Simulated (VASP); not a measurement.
# Sb in VASP: single point with PBEsol

Aim: the single point of Sb with PBEsol.

All numbers are computed with VASP 6.6.1; they aren't measurements. Logs are shortened: lines on timing, memory, paths and dates and some standing lists are left out, and cuts for length are marked.

**1. The cell of the first run**

The typed cell holds 4 atoms: a = 3.034 Å, b = 4.937 Å, c = 5.471 Å, α = 90.00°, β = 97.68°, γ = 90.00°.

**2. Single point, PBEsol**

INCAR reads:

```
SYSTEM = Sb
  PREC = Accurate
  ENCUT = 520
  EDIFF = 1E-7
  ISMEAR = -1
  SIGMA = 0.05
  LREAL = .FALSE.
  LASPH = .TRUE.
  NELM = 80
  ALGO = Normal
  ISIF = 2
  LWAVE = .FALSE.
  LCHARG = .TRUE.
  GGA = PS
  LELF = .TRUE.
  LVHAR = .TRUE.
  NBANDS = 18
```

KPOINTS reads:

```
Automatic mesh
0
G
  6 6 4
  0 0 0
```

POSCAR reads:

```
Sb
1.0
    3.0336508810      0.0000000000      0.0482882654
    0.0000000000      4.9368651003      0.0000000000
   -0.8168982712      0.0000000000      5.4094860991
Sb
4
Direct
    0.3750137866      0.2500000000      0.6249882540
    1.1249961996      0.7500000000      0.8750128466
   -0.1249961996      0.2500000000      0.1249871534
    0.6249862134      0.7500000000      0.3750117460
```

Potentials or basis: VASP PAW PBE potentials, release 64 (Sb).

Command:

```console
$ cat potpaw_PBE.64/Sb/POTCAR > POTCAR
$ mpirun -np 1 vasp_std > vasp.out
```

OUTCAR:

```text
SYSTEM = Sb
   PREC = Accurate
   ENCUT = 520
   EDIFF = 1E-7
   ISMEAR = -1
   LREAL = .FALSE.
   LASPH = .TRUE.
   NELM = 80
   ISIF = 2
   GGA = PS

 ion  position               nearest neighbor table
   1  0.375  0.250  0.625-   3 2.95   3 2.95   4 2.97   4 2.97   2 2.97   2 2.97   3 3.30   3 3.30
                             2 3.51   2 3.51   4 3.51   4 3.51
   2  0.125  0.750  0.875-   4 2.95   4 2.95   3 2.97   3 2.97   1 2.97   1 2.97   4 3.30   4 3.30
                             3 3.51   3 3.51   1 3.51   1 3.51
   3  0.875  0.250  0.125-   1 2.95   1 2.95   2 2.97   2 2.97   4 2.97   4 2.97   1 3.30   1 3.30
                             2 3.51   2 3.51   4 3.51   4 3.51
   4  0.625  0.750  0.375-   2 2.95   2 2.95   1 2.97   1 2.97   3 2.97   3 2.97   2 3.30   2 3.30
                             3 3.51   3 3.51   1 3.51   1 3.51

  LATTYP: Found a simple monoclinic cell.
 ALAT       =     3.0340351719
 B/A-ratio  =     1.6271614601
 C/A-ratio  =     1.8031495625
 COS(beta)  =    -0.1335631760

  Lattice vectors:

 A1 = (   3.0336508810,   0.0000000000,   0.0482882654)
 A2 = (   0.0000000000,   4.9368651003,   0.0000000000)
 A3 = (  -0.8168982712,   0.0000000000,   5.4094860991)

Analysis of symmetry for initial positions (statically):
=====================================================================
 Subroutine PRICEL returns:
 Original cell was already a primitive cell.

 Routine SETGRP: Setting up the symmetry group for a
 simple monoclinic supercell.

 Subroutine GETGRP returns: Found  4 space group operations
 (whereof  2 operations were pure point group operations)
 out of a pool of  4 trial point group operations.

The static configuration has the point symmetry S_2 .
 The point group associated with its full space group is C_2h.

Analysis of symmetry for dynamics (positions and initial velocities):
=====================================================================
 Subroutine PRICEL returns:
 Original cell was already a primitive cell.

 Routine SETGRP: Setting up the symmetry group for a
 simple monoclinic supercell.

 Subroutine GETGRP returns: Found  4 space group operations
 (whereof  2 operations were pure point group operations)
 out of a pool of  4 trial point group operations.

The dynamic configuration has the point symmetry S_2 .
 The point group associated with its full space group is C_2h.

 Subroutine INISYM returns: Found  4 space group operations
 (whereof  2 operations are pure point group operations),
 and found     1 'primitive' translations

----------------------------------------------------------------------------------------

                                     Primitive cell

  volume of cell :      81.2111

  direct lattice vectors                    reciprocal lattice vectors
     3.033650881  0.000000000  0.048288265     0.328845362  0.000000000  0.049659654
     0.000000000  4.936865100  0.000000000     0.000000000  0.202557692  0.000000000
    -0.816898271  0.000000000  5.409486099    -0.002935468  0.000000000  0.184417152

  length of vectors
     3.034035172  4.936865100  5.470819193     0.332573831  0.202557692  0.184440513

  position of ions in fractional coordinates (direct lattice)
     0.375013787  0.250000000  0.624988254
     0.124996200  0.750000000  0.875012847
     0.875003800  0.250000000  0.124987153
     0.624986213  0.750000000  0.375011746

  ion indices of the primitive-cell ions
   primitive index   ion index
                 1           1
                 2           2
                 3           3
                 4           4

----------------------------------------------------------------------------------------

 KPOINTS: Automatic mesh

Automatic generation of k-mesh.
 Grid dimensions read from file:
 generate k-points for:    6    6    4

 Generating k-lattice:

  Cartesian coordinates                     Fractional coordinates (reciprocal lattice)
     0.054807560  0.000000000  0.008276609     0.166666667  0.000000000  0.000000000
     0.000000000  0.033759615  0.000000000     0.000000000  0.166666667  0.000000000
    -0.000733867  0.000000000  0.046104288     0.000000000  0.000000000  0.250000000

  Length of vectors
     0.055428972  0.033759615  0.046110128

  Shift w.r.t. Gamma in fractional coordinates (k-lattice)
     0.000000000  0.000000000  0.000000000

 Subroutine IBZKPT returns following result:
 ===========================================

 Found     56 irreducible k-points:

 Following reciprocal coordinates:
            Coordinates               Weight
  0.000000  0.000000  0.000000      1.000000
  0.166667  0.000000  0.000000      2.000000
  0.333333  0.000000  0.000000      2.000000
  0.500000  0.000000  0.000000      1.000000
  0.000000  0.166667  0.000000      2.000000
  0.166667  0.166667  0.000000      4.000000
[... 16 lines left out ...]
  0.000000  0.166667  0.250000      4.000000
  0.166667  0.166667  0.250000      4.000000
 [... further k-points ...]
   k-points           NKPTS =     56   k-points in BZ     NKDIM =     56   number of bands    NBANDS=     18
   number of dos      NEDOS =    301   number of ions     NIONS =      4
   total plane-waves  NPLWV =  40320
   dimension x,y,z NGX =    24 NGY =   40 NGZ =   42
   dimension x,y,z NGXF=    48 NGYF=   80 NGZF=   84
   ions per type =               4
   NGX,Y,Z   is equivalent  to a cutoff of  13.15, 13.47, 12.76 a.u.
   NGXF,Y,Z  is equivalent  to a cutoff of  26.30, 26.94, 25.53 a.u.
 SYSTEM =  Sb
   PREC   = accura    normal or accurate (medium, high low for compatibility)
   ISTART =      0    job   : 0-new  1-cont  2-samecut
   ICHARG =      2    charge: 1-file 2-atom 10-const
   ISPIN  =      1    spin polarized calculation?
   LNONCOLLINEAR =      F non collinear calculations
   LSORBIT =      F    spin-orbit coupling
   LASPH  =      T    aspherical Exc in radial PAW
   ENCUT  =  520.0 eV  38.22 Ry    6.18 a.u.   5.64  9.18 10.17*2*pi/ulx,y,z
   NELM   =     80;   NELMIN=  2; NELMDL= -5     # of ELM steps
   EDIFF  = 0.1E-06   stopping-criterion for ELM
   LREAL  =      F    real-space projection
   EDIFFG = 0.1E-05   stopping-criterion for IOM
   NSW    =      0    number of steps for IOM
   IBRION =     -1    ionic relax: 0-MD 1-quasi-New 2-CG
   NFREE  =      0    steps in history (QN), initial steepest desc. (CG)
   ISIF   =      2    stress and relaxation
   ISYM   =      2    0-nonsym 1-usesym 2-fastsym
   POTIM  = 0.5000    time-step for ionic-motion
   TEBEG  =    0.0;   TEEND  =   0.0 temperature during run
   PSTRESS=    0.0 pullay stress
   NELECT =      20.0000    total number of electrons
   NUPDOWN=      -1.0000    fix difference up-down
   EMIN   =  10.00;   EMAX   =-10.00  energy-range for DOS
   EFERMI =   0.00;   METHOD = LEGACY
   ISMEAR =    -1;   SIGMA  =   0.05  broadening in eV -4-tet -1-fermi 0-gaus
   EFERMI_NEDOS =   21; number of points for ismear=-14 and -15
   IALGO  =     38    algorithm
   IMIX   =      4    mixing-type and parameters
     AMIX     =   0.40;   BMIX     =  1.00
     AMIX_MAG =   1.60;   BMIX_MAG =  1.00
  volume/ion in A,a.u.               =      20.30       137.01
  Fermi-wavevector in a.u.,A,eV,Ry     =   1.026155  1.939152 14.326855  1.052994
  Thomas-Fermi vector in A             =   2.160033
   LORBIT       =      0    0 simple, 1 ext, 2 COOP (PROOUT), +10 PAW based schemes
   GGA     = PS    functional components
   LHFCALC =     F    Hartree Fock is set to
   AEXX    =    0.0000 exact exchange contribution
   IVDW    =     0    specifies the selected vdW correction
   LEPSILON=     F    determine dielectric tensor
   LRPA    =     F    only Hartree local field effects (RPA)
 non-spin polarized calculation
  energy-cutoff  :      520.00
  volume of cell :       81.21
 maximum number of plane-waves:      2214
 NGX is ok and might be reduce to    24
   NGX = 11   NGY = 19   NGZ = 21

 number of electron      20.0000003 magnetization

 Free energy of the ion-electron system (eV)
  ---------------------------------------------------
  ext. energy  EPLUGINS =         0.00000000
  ---------------------------------------------------
  free energy    TOTEN  =       -15.88844789 eV

  energy without entropy =      -15.87513002  energy(sigma->0) =      -15.88178896

 E-fermi :  12.4357     XC(G=0): -11.5956

 val. band max:       12.4300658750   @ k =   0.5000   0.0000   0.2500
 cond. band min:      12.4733593550   @ k =  -0.3333   0.0000   0.2500
 fundamental gap:      0.0432934800
 Fermi energy:        12.4356673439

 k-point     1 :       0.0000    0.0000    0.0000
  band No.  band energies     occupation
      1      -2.9581      2.00000
      2       2.4383      2.00000
      3       2.4389      2.00000
      4       2.7772      2.00000
      5       4.7852      2.00000
      6       8.4017      2.00000
[... 10 lines left out ...]
     17      20.9653      0.00000
     18      21.2160      0.00000

 k-point     2 :       0.1667    0.0000    0.0000
  band No.  band energies     occupation
      1      -2.4698      2.00000
      2       2.5063      2.00000
      3       3.2195      2.00000
      4       3.2345      2.00000
      5       5.2914      2.00000
      6       8.0633      2.00000
[... 10 lines left out ...]
     17      19.1379      0.00000
     18      21.4863      0.00000

 k-point     3 :       0.3333    0.0000    0.0000
  band No.  band energies     occupation
      1      -1.0076      2.00000
      2       3.4858      2.00000
      3       3.8959      2.00000
      4       4.4733      2.00000
      5       6.5452      2.00000
      6       6.7601      2.00000
[... 412 lines left out ...]
 k-point    23 :       0.0000    0.1667    0.2500
  band No.  band energies     occupation
      1      -2.4360      2.00000
      2       0.2879      2.00000
      3       1.8431      2.00000
      4       4.1510      2.00000
      5       6.3307      2.00000
      6       6.7401      2.00000
[... 10 lines left out ...]
     17      20.3310      0.00000
     18      21.2719      0.00000

 k-point    24 :       0.1667    0.1667    0.2500
  band No.  band energies     occupation
      1      -1.8400      2.00000
      2       0.4483      2.00000
      3       2.4280      2.00000
      4       4.2613      2.00000
      5       7.1136      2.00000
      6       7.3123      2.00000
[... 10 lines left out ...]
     17      19.1828      0.00000
     18      19.3405      0.00000

 [... further k-points ...]

------------------------ aborting loop because EDIFF is reached ----------------------------------------

  FORCE on cell =-STRESS in cart. coord.  units (eV):
  Direction    XX          YY          ZZ          XY          YZ          ZX
  --------------------------------------------------------------------------------------
  -------------------------------------------------------------------------------------
  Total       15.4630782     15.4476377     15.5100357      0.0000000      0.0000000      0.0122233
  in kB      305.0640176    304.7593989    305.9904217      0.0000000      0.0000000      0.2411485
  external PRESSURE =     305.2712794 kB  Pullay stress =       0.0000000 kB

 VOLUME and BASIS-vectors are now :
 -----------------------------------------------------------------------------
  energy-cutoff  :      520.00
  volume of cell :       81.21
      direct lattice vectors                 reciprocal lattice vectors
     3.033650881  0.000000000  0.048288265     0.328845362  0.000000000  0.049659654
     0.000000000  4.936865100  0.000000000     0.000000000  0.202557692  0.000000000
    -0.816898271  0.000000000  5.409486099    -0.002935468  0.000000000  0.184417152

 POSITION                                       TOTAL-FORCE (eV/Angst)
 -----------------------------------------------------------------------------------
      0.62711      1.23422      3.39897        -0.000305      0.000000      0.000247
     -0.33560      3.70265      4.73941         0.000204     -0.000000     -0.000369
      2.55235      1.23422      0.71837        -0.000204      0.000000      0.000369
      1.58964      3.70265      2.05880         0.000305      0.000000     -0.000247
 -----------------------------------------------------------------------------------
    total drift:                               -0.000000      0.000000     -0.000000

  FREE ENERGIE OF THE ION-ELECTRON SYSTEM (eV)
  ---------------------------------------------------
  free  energy   TOTEN  =       -15.8884478924 eV

  energy  without entropy=      -15.8751300222  energy(sigma->0) =      -15.88178896
```

Wall time 26 s (1 thread of Intel Xeon 6975P-C (Granite Rapids), shared host); peak memory 0.22 GiB.

What came out:

```yaml
Free_energy: -15.8884 eV
Pressure: 30.5 GPa
Band_gap_on_the_k_mesh: zero (bands 10 and 11 overlap by 5.24 eV)
```

Levels at points of the mesh, in eV from the Fermi level:
```csv
k point,band 8,band 9,band 10,band 11,band 12,band 13
"(0.00, 0.00, 0.00)",-2.05,-2.05,2.52,2.52,2.94,5.62
"(0.50, 0.00, 0.00)",-3.91,-3.45,-3.45,-0.51,-0.51,1.09
"(0.00, 0.50, 0.00)",-0.35,1.88,1.88,4.16,4.16,4.85
"(0.50, 0.50, 0.00)",-4.85,-2.07,-2.07,-2.07,-2.07,3.80
"(0.00, 0.00, 0.50)",-2.71,2.43,2.43,2.70,2.70,4.10
"(0.50, 0.00, 0.50)",-3.19,-3.09,-2.35,-2.35,-1.64,2.09
"(0.00, 0.50, 0.50)",-1.50,1.07,1.07,1.07,1.07,3.92
"(0.50, 0.50, 0.50)",-6.07,0.11,0.11,2.18,2.18,2.38
```

Caveat: the cell stands under pressure; the PAW data sets were made with another functional, which shifts forces and pressure a little; spin-orbit coupling is left out, which moves the levels of the heavy elements.

The gap in the log of VASP goes by the Fermi energy; the results here count the filled bands.